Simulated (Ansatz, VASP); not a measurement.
## One calculation of Co, two programs

```
CELL_PARAMETERS angstrom
7.36281 0.00000 0.00000
-3.68141 6.37638 0.00000
0.00000 0.00000 7.91356
ATOMIC_POSITIONS crystal
Co 0.11107 0.22225 0.12493
Co 0.21987 0.11317 0.37734
Co 0.44468 0.55402 0.62509
Co 0.21980 0.11343 0.87246
Co 0.11106 0.55506 0.12514
Co 0.21987 0.43985 0.37779
Co 0.10901 0.55368 0.62511
Co 0.22006 0.44031 0.87272
Co 0.11080 0.88919 0.12507
Co 0.22319 0.77827 0.37575
Co 0.10935 0.88889 0.62508
Co 0.22319 0.77840 0.87443
Co 0.44386 0.22221 0.12510
Co 0.55467 0.10961 0.37564
Co 0.44436 0.22382 0.62515
Co 0.55472 0.10972 0.87455
Co 0.44395 0.55524 0.12531
Co 0.55381 0.44347 0.37584
Co 0.55377 0.44366 0.87443
Co 0.44431 0.88883 0.12525
Co 0.55482 0.77845 0.37596
Co 0.44419 0.88878 0.62521
Co 0.55489 0.77856 0.87459
Co 0.77822 0.22220 0.12509
Co 0.89334 0.11334 0.37764
Co 0.77912 0.22377 0.62497
Co 0.89325 0.11351 0.87256
Co 0.77768 0.55551 0.12492
Co 0.88944 0.44346 0.37577
Co 0.77766 0.55564 0.62516
Co 0.88948 0.44343 0.87436
Co 0.77814 0.88941 0.12512
Co 0.88952 0.77919 0.37583
Co 0.77945 0.88894 0.62503
Co 0.88956 0.77940 0.87429
```

Alike in both runs: functional PBE; k mesh 2 × 2 × 2; occupations methfessel-paxton of order 1, width 0.1 eV; no spin polarisation.

Ansatz relaxed the structure, and its values are those at the end. VASP's run is a single point on that final structure, the one shown.

|  | VASP | Ansatz |
| --- | --- | --- |
| version | VASP 6.6.1 | Ansatz 0.2.0 |
| potentials or method | VASP PAW PBE potentials, release 64 (Co), cutoff 520 eV | plane-wave PAW DFT |
| valence electrons in the cell | 315 | 595 |

VASP gave:

| Item | Value |
| --- | --- |
| rms of the force components (eV/Å) | 0.007 |

Task: Estimate Ansatz's values.

Result: rms of the force components (eV/Å): 0.006.

VASP's potentials hold 315 valence electrons a cell and Ansatz's 595, so a difference there can come from the potentials and not from the codes.

The k mesh is coarse, so the values compare programs but aren't converged.
